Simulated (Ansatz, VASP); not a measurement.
## Al4Si in VASP and in Ansatz

```
CELL_PARAMETERS angstrom
2.85749 0.00000 0.00000
0.00000 2.85749 0.00000
0.00000 0.00000 24.08220
ATOMIC_POSITIONS crystal
Si 0.00000 0.00000 0.32917
Al 0.50000 0.50000 0.41442
Al 0.00000 0.00000 0.50000
Al 0.50000 0.50000 0.58558
Al 0.00000 0.00000 0.67083
```

Alike in both runs: task single point; functional PBE; k mesh 14 × 14 × 1; no spin polarisation.

```csv
,VASP,Ansatz
version,VASP 6.6.1,Ansatz 0.2.0
potentials or method,"VASP PAW PBE potentials, release 64 (Si, Al), cutoff 520 eV","all-electron LAPW, scalar-relativistic"
occupations,tetrahedron,tetrahedron-uncorrected
```

```tsv
	VASP	Ansatz	Ansatz less VASP
gap on the k mesh at the Fermi level (eV)	none	none	-
rms of the force components (eV/Å)	0.186	0.185	-0.0005
```

Atom by atom the forces differ by 0.001 eV/Å (rms over components). A gap of «none» marks a metal or a gap that the smearing closes. Ansatz ran all-electron here, and VASP with PAW potentials. Ansatz's warnings: band table not solved further.
